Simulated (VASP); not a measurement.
# Te (Fm-3m) in VASP: a series of runs

Te is run at these levels: revPBE; tasks: relaxation of cell and atoms, single point.

All numbers are computed with VASP 6.6.1; they aren't measurements. Logs are shortened: lines on timing, memory, paths and dates and some standing lists are left out, and cuts for length are marked.

### 1 The cell of the first run

It takes space group Fm-3m (No. 225, cubic). Conventional cell: a = 4.868 Å, b = 4.868 Å, c = 4.868 Å, α = 90.00°, β = 90.00°, γ = 90.00°. Within 4.5 Å of Te (site symmetry m-3m) lie 12 Te at 3.44 Å.

This isn't the form of Te at room conditions, which is trigonal, of chains.

### 2 Relaxation of cell and atoms, revPBE

INCAR

```
SYSTEM = Te
PREC = Accurate
ENCUT = 600
EDIFF = 1E-7
ISMEAR = -1
SIGMA = 0.1
LREAL = .False.
LASPH = .True.
NELM = 60
ALGO = Normal
ISIF = 3
LWAVE = .False.
LCHARG = .False.
GGA = RE
IBRION = 2
NSW = 80
EDIFFG = -0.01
```

KPOINTS

```
regular mesh
0
Gamma
  11 11 11
  0 0 0
```

POSCAR

```
Te
1.0
    0.0000000000      2.4339108928      2.4339108928
    2.4339108928      0.0000000000      2.4339108928
    2.4339108928      2.4339108928      0.0000000000
Te
1
Direct
    0.0000000000      0.0000000000      0.0000000000
```

Potentials or basis: VASP PAW PBE potentials, release 64 (Te).

On the command line:

```
$ cat potpaw_PBE.64/Te/POTCAR > POTCAR
$ mpirun -np 1 vasp_std > vasp.out
```

OUTCAR:

```text
SYSTEM = Te
   PREC = Accurate
   ENCUT = 600
   EDIFF = 1E-7
   ISMEAR = -1
   LREAL = .False.
   LASPH = .True.
   NELM = 60
   ISIF = 3
   GGA = RE
   IBRION = 2
   NSW = 80
   EDIFFG = -0.01

 ion  position               nearest neighbor table
   1  0.000  0.000  0.000-

  LATTYP: Found a face centered cubic cell.
 ALAT       =     4.8678217856

  Lattice vectors:

 A1 = (   0.0000000000,   2.4339108928,   2.4339108928)
 A2 = (   2.4339108928,   0.0000000000,   2.4339108928)
 A3 = (   2.4339108928,   2.4339108928,   0.0000000000)

Analysis of symmetry for initial positions (statically):
=====================================================================
 Subroutine PRICEL returns:
 Original cell was already a primitive cell.

 Routine SETGRP: Setting up the symmetry group for a
 face centered cubic supercell.

 Subroutine GETGRP returns: Found 48 space group operations
 (whereof 48 operations were pure point group operations)
 out of a pool of 48 trial point group operations.

The static configuration has the point symmetry O_h .

Analysis of symmetry for dynamics (positions and initial velocities):
=====================================================================
 Subroutine PRICEL returns:
 Original cell was already a primitive cell.

 Routine SETGRP: Setting up the symmetry group for a
 face centered cubic supercell.

 Subroutine GETGRP returns: Found 48 space group operations
 (whereof 48 operations were pure point group operations)
 out of a pool of 48 trial point group operations.

The dynamic configuration has the point symmetry O_h .

 Subroutine INISYM returns: Found 48 space group operations
 (whereof 48 operations are pure point group operations),
 and found     1 'primitive' translations

----------------------------------------------------------------------------------------

                                     Primitive cell

  volume of cell :      28.8366

  direct lattice vectors                    reciprocal lattice vectors
     0.000000000  2.433910893  2.433910893    -0.205430692  0.205430692  0.205430692
     2.433910893  0.000000000  2.433910893     0.205430692 -0.205430692  0.205430692
     2.433910893  2.433910893  0.000000000     0.205430692  0.205430692 -0.205430692

  length of vectors
     3.442069794  3.442069794  3.442069794     0.355816397  0.355816397  0.355816397

  position of ions in fractional coordinates (direct lattice)
     0.000000000  0.000000000  0.000000000

  ion indices of the primitive-cell ions
   primitive index   ion index
                 1           1

----------------------------------------------------------------------------------------

 KPOINTS: regular mesh

Automatic generation of k-mesh.
 Grid dimensions read from file:
 generate k-points for:   11   11   11

 Generating k-lattice:

  Cartesian coordinates                     Fractional coordinates (reciprocal lattice)
    -0.018675517  0.018675517  0.018675517     0.090909091  0.000000000  0.000000000
     0.018675517 -0.018675517  0.018675517     0.000000000  0.090909091  0.000000000
     0.018675517  0.018675517 -0.018675517     0.000000000  0.000000000  0.090909091

  Length of vectors
     0.032346945  0.032346945  0.032346945

  Shift w.r.t. Gamma in fractional coordinates (k-lattice)
     0.000000000  0.000000000  0.000000000

 Subroutine IBZKPT returns following result:
 ===========================================

 Found     56 irreducible k-points:

 Following reciprocal coordinates:
            Coordinates               Weight
  0.000000  0.000000  0.000000      1.000000
  0.090909  0.000000  0.000000      8.000000
  0.181818  0.000000  0.000000      8.000000
  0.272727  0.000000  0.000000      8.000000
  0.363636  0.000000  0.000000      8.000000
  0.454545  0.000000  0.000000      8.000000
[... 16 lines left out ...]
 -0.272727  0.181818  0.000000     24.000000
 -0.181818  0.181818  0.000000     12.000000
 [... further k-points ...]
   k-points           NKPTS =     56   k-points in BZ     NKDIM =     56   number of bands    NBANDS=      7
   number of dos      NEDOS =    301   number of ions     NIONS =      1
   total plane-waves  NPLWV =  21952
   dimension x,y,z NGX =    28 NGY =   28 NGZ =   28
   dimension x,y,z NGXF=    56 NGYF=   56 NGZF=   56
   ions per type =               1
   NGX,Y,Z   is equivalent  to a cutoff of  13.52, 13.52, 13.52 a.u.
   NGXF,Y,Z  is equivalent  to a cutoff of  27.05, 27.05, 27.05 a.u.
 SYSTEM =  Te
   PREC   = accura    normal or accurate (medium, high low for compatibility)
   ISTART =      0    job   : 0-new  1-cont  2-samecut
   ICHARG =      2    charge: 1-file 2-atom 10-const
   ISPIN  =      1    spin polarized calculation?
   LNONCOLLINEAR =      F non collinear calculations
   LSORBIT =      F    spin-orbit coupling
   LASPH  =      T    aspherical Exc in radial PAW
   ENCUT  =  600.0 eV  44.10 Ry    6.64 a.u.   6.87  6.87  6.87*2*pi/ulx,y,z
   NELM   =     60;   NELMIN=  2; NELMDL= -5     # of ELM steps
   EDIFF  = 0.1E-06   stopping-criterion for ELM
   LREAL  =      F    real-space projection
   EDIFFG = -.1E-01   stopping-criterion for IOM
   NSW    =     80    number of steps for IOM
   IBRION =      2    ionic relax: 0-MD 1-quasi-New 2-CG
   NFREE  =      1    steps in history (QN), initial steepest desc. (CG)
   ISIF   =      3    stress and relaxation
   ISYM   =      2    0-nonsym 1-usesym 2-fastsym
   POTIM  = 0.5000    time-step for ionic-motion
   TEBEG  =    0.0;   TEEND  =   0.0 temperature during run
   PSTRESS=    0.0 pullay stress
   NELECT =       6.0000    total number of electrons
   NUPDOWN=      -1.0000    fix difference up-down
   EMIN   =  10.00;   EMAX   =-10.00  energy-range for DOS
   EFERMI =   0.00;   METHOD = LEGACY
   ISMEAR =    -1;   SIGMA  =   0.10  broadening in eV -4-tet -1-fermi 0-gaus
   EFERMI_NEDOS =   21; number of points for ismear=-14 and -15
   IALGO  =     38    algorithm
   IMIX   =      4    mixing-type and parameters
     AMIX     =   0.40;   BMIX     =  1.00
     AMIX_MAG =   1.60;   BMIX_MAG =  1.00
  volume/ion in A,a.u.               =      28.84       194.60
  Fermi-wavevector in a.u.,A,eV,Ry     =   0.970087  1.833198 12.804012  0.941068
  Thomas-Fermi vector in A             =   2.100193
   LORBIT       =      0    0 simple, 1 ext, 2 COOP (PROOUT), +10 PAW based schemes
   GGA     = RE    functional components
   LHFCALC =     F    Hartree Fock is set to
   AEXX    =    0.0000 exact exchange contribution
   IVDW    =     0    specifies the selected vdW correction
   LEPSILON=     F    determine dielectric tensor
   LRPA    =     F    only Hartree local field effects (RPA)
 conjugate gradient relaxation of ions
 non-spin polarized calculation
  energy-cutoff  :      600.00
  volume of cell :       28.84
 maximum number of plane-waves:       974
   NGX = 13   NGY = 13   NGZ = 13

--------------------------------------- Ionic step        1  -------------------------------------------

 number of electron       6.0000000 magnetization

 Free energy of the ion-electron system (eV)
  ---------------------------------------------------
  ext. energy  EPLUGINS =         0.00000000
  ---------------------------------------------------
  free energy    TOTEN  =        -2.39469804 eV

  energy without entropy =       -2.36352900  energy(sigma->0) =       -2.37911352

 E-fermi :   7.6638     XC(G=0):  -9.9946

 val. band max:        7.6302302498   @ k =  -0.2727   0.3636   0.0909
 cond. band min:       7.6717678512   @ k =   0.4545   0.2727   0.0000
 fundamental gap:      0.0415376014
 Fermi energy:         7.6638172564

 k-point     1 :       0.0000    0.0000    0.0000
  band No.  band energies     occupation
      1      -6.0341      2.00000
      2      10.6232      0.00000
      3      10.6232      0.00000
      4      10.6232      0.00000
      5      17.1406      0.00000
      6      17.1406      0.00000
      7      17.1956      0.00000
[... 221 lines left out ...]
 k-point    24 :      -0.1818    0.1818    0.0000
  band No.  band energies     occupation
      1      -4.6156      2.00000
      2       5.6747      2.00000
      3       7.2427      1.97078
      4      10.0733      0.00000
      5      16.1555      0.00000
      6      16.8569      0.00000
      7      18.0585      0.00000

 [... further k-points ...]

------------------------ aborting loop because EDIFF is reached ----------------------------------------

  FORCE on cell =-STRESS in cart. coord.  units (eV):
  Direction    XX          YY          ZZ          XY          YZ          ZX
  --------------------------------------------------------------------------------------
  -------------------------------------------------------------------------------------
  Total       -0.0244808     -0.0244808     -0.0244808     -0.0000000     -0.0000000     -0.0000000
  in kB       -1.3601692     -1.3601692     -1.3601692     -0.0000000     -0.0000000     -0.0000000
  external PRESSURE =      -1.3601692 kB  Pullay stress =       0.0000000 kB

 VOLUME and BASIS-vectors are now :
 -----------------------------------------------------------------------------
  energy-cutoff  :      600.00
  volume of cell :       28.84
      direct lattice vectors                 reciprocal lattice vectors
     0.000000000  2.433910893  2.433910893    -0.205430692  0.205430692  0.205430692
     2.433910893  0.000000000  2.433910893     0.205430692 -0.205430692  0.205430692
     2.433910893  2.433910893  0.000000000     0.205430692  0.205430692 -0.205430692

 POSITION                                       TOTAL-FORCE (eV/Angst)
 -----------------------------------------------------------------------------------
      0.00000      0.00000      0.00000         0.000000      0.000000     -0.000000
 -----------------------------------------------------------------------------------
    total drift:                                0.000000      0.000000      0.000000

  FREE ENERGIE OF THE ION-ELECTRON SYSTEM (eV)
  ---------------------------------------------------
  free  energy   TOTEN  =        -2.3946980375 eV

  energy  without entropy=       -2.3635289992  energy(sigma->0) =       -2.37911352

--------------------------------------- Ionic step        2  -------------------------------------------

 number of electron       6.0000000 magnetization

 Free energy of the ion-electron system (eV)
  ---------------------------------------------------
  ext. energy  EPLUGINS =         0.00000000
  ---------------------------------------------------
  free energy    TOTEN  =        -2.39473029 eV

  energy without entropy =       -2.36368980  energy(sigma->0) =       -2.37921005

 E-fermi :   7.7120     XC(G=0): -10.0107

 val. band max:        7.6774102594   @ k =  -0.2727   0.3636   0.0909
 cond. band min:       7.7204651582   @ k =   0.4545   0.2727   0.0000
 fundamental gap:      0.0430548988
 Fermi energy:         7.7119953612

 k-point     1 :       0.0000    0.0000    0.0000
  band No.  band energies     occupation
      1      -6.0132      2.00000
      2      10.6899      0.00000
      3      10.6899      0.00000
      4      10.6899      0.00000
      5      17.1946      0.00000
      6      17.1946      0.00000
      7      17.1946      0.00000
[... 221 lines left out ...]
 k-point    24 :      -0.1818    0.1818    0.0000
  band No.  band energies     occupation
      1      -4.5876      2.00000
      2       5.7208      2.00000
      3       7.2871      1.97183
      4      10.1370      0.00000
      5      16.2073      0.00000
      6      16.9166      0.00000
      7      18.1135      0.00000

 [... further k-points ...]

------------------------ aborting loop because EDIFF is reached ----------------------------------------

  FORCE on cell =-STRESS in cart. coord.  units (eV):
  Direction    XX          YY          ZZ          XY          YZ          ZX
  --------------------------------------------------------------------------------------
  -------------------------------------------------------------------------------------
  Total        0.0076114      0.0076114      0.0076114     -0.0000000     -0.0000000      0.0000000
  in kB        0.4243948      0.4243948      0.4243948     -0.0000000     -0.0000000      0.0000000
  external PRESSURE =       0.4243948 kB  Pullay stress =       0.0000000 kB

 VOLUME and BASIS-vectors are now :
 -----------------------------------------------------------------------------
  energy-cutoff  :      600.00
  volume of cell :       28.73
      direct lattice vectors                 reciprocal lattice vectors
    -0.000000000  2.431036393  2.431036393    -0.205673597  0.205673597  0.205673597
     2.431036393 -0.000000000  2.431036393     0.205673597 -0.205673597  0.205673597
     2.431036393  2.431036393  0.000000000     0.205673597  0.205673597 -0.205673597

 POSITION                                       TOTAL-FORCE (eV/Angst)
 -----------------------------------------------------------------------------------
      2.43104      2.43104      4.86207        -0.000000     -0.000000     -0.000000
 -----------------------------------------------------------------------------------
    total drift:                                0.000000     -0.000000      0.000000

  FREE ENERGIE OF THE ION-ELECTRON SYSTEM (eV)
  ---------------------------------------------------
  free  energy   TOTEN  =        -2.3947302909 eV

  energy  without entropy=       -2.3636898015  energy(sigma->0) =       -2.37921005

 reached required accuracy - stopping structural energy minimisation
```

It took 18 s on 1 thread of Intel Xeon Platinum 8259CL at 2.50GHz (Skylake/Cascade Lake), shared host; peak memory 0.16 GiB.

Results:

```yaml
Free_energy: -2.3947 eV
Relaxed_volume: 28.73 Å³/atom
Relaxed_cell: a = 3.438 Å, b = 3.438 Å, c = 3.438 Å, α = 60.00°, β = 60.00°, γ = 60.00°
Space_group_after_relaxing_to_0.1_Å: Fm-3m (No. 225)
Energy_gained_by_relaxing: 0.0 meV/atom
Ionic_steps: 2
Pressure_after_relaxing: 0.0 GPa
Band_gap_on_the_k_mesh: zero (bands 3 and 4 overlap by 4.65 eV)
```

Final structure:
```yaml
crystal:
  lattice:
    - [0.00000, 2.43104, 2.43104]
    - [2.43104, 0.00000, 2.43104]
    - [2.43104, 2.43104, 0.00000]
  atoms:
    - { symbol: Te, position: [0.00000, 0.00000, 0.00000] }
```

Caveat: the PAW data sets were made with another functional, which shifts forces and pressure a little; spin-orbit coupling is left out, which moves the levels of the heavy elements.

### 3 Single point, revPBE

INCAR

```
ALGO = Normal
EDIFF = 1E-7
ENCUT = 520
GGA = RE
ISIF = 2
ISMEAR = -1
LASPH = True
LCHARG = True
LELF = True
LREAL = False
LVHAR = True
LWAVE = False
NBANDS = 9
NELM = 60
PREC = Accurate
SIGMA = 0.1
```

KPOINTS

```
k-points
0
Gamma
  18 18 18
```

POSCAR is that of step 2.

Potentials or basis: VASP PAW PBE potentials, release 64 (Te).

On the command line:

```
$ cat potpaw_PBE.64/Te/POTCAR > POTCAR
$ mpirun -np 1 vasp_std > vasp.out
```

Run time: 37 s. Hardware: 1 thread of Intel Xeon Platinum 8259CL at 2.50GHz (Skylake/Cascade Lake), shared host; peak memory 0.19 GiB.

Results (log left out):

- Free energy: -2.3922 eV
- Pressure: -0.1 GPa
- Band gap on the k mesh: zero (bands 3 and 4 overlap by 4.95 eV)

Levels at points of the mesh, in eV from the Fermi level:
```tsv
k point	band 1	band 2	band 3	band 4	band 5	band 6	band 7
(0.00, 0.00, 0.00)	-13.70	2.95	2.95	2.95	9.47	9.47	9.47
(0.50, 0.00, 0.00)	-10.93	-5.88	1.69	1.69	6.90	8.72	8.72
(0.50, 0.50, 0.00)	-9.82	-5.17	-0.77	-0.77	3.84	4.47	18.01
```

Caveat: the PAW data sets were made with another functional, which shifts forces and pressure a little; spin-orbit coupling is left out, which moves the levels of the heavy elements.
